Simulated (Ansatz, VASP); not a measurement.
# Se: VASP beside Ansatz

```
Se
1.0
    -3.76337    3.76337    2.54789
     3.76337   -3.76337    2.54789
     3.76337    3.76337   -2.54789
Se
6
Cartesian
  0.0000 0.0000 0.0000
  0.0000 3.7634 1.2739
  3.7634 1.8817 0.6370
  1.8817 3.7634 -0.6370
  1.8817 0.0000 1.9109
  0.0000 1.8817 3.1849
```

Alike in both runs: functional PBE; k mesh 6 × 6 × 6; occupations gaussian, width 0.1 eV; no spin polarisation.

Ansatz relaxed the structure, and its values are those at the end. VASP's run is a single point on that final structure, the one shown.

|  | VASP | Ansatz |
| --- | --- | --- |
| version | VASP 6.6.1 | Ansatz 0.2.0 |
| potentials or method | VASP PAW PBE potentials, release 64 (Se), cutoff 520 eV | scalar-relativistic, plane waves, PAW |
| valence electrons in the cell | 36 | 96 |

|  | VASP | Ansatz | Ansatz less VASP |
| --- | --- | --- | --- |
| gap on the k mesh at the Fermi level (eV) | none | none | - |
| pressure (GPa) | 0.3 | 0.3 | -0.02 |

A gap of «none» marks a metal or a gap that the smearing closes. VASP's potentials hold 36 valence electrons a cell and Ansatz's 96, so a difference there can come from the potentials and not from the codes.
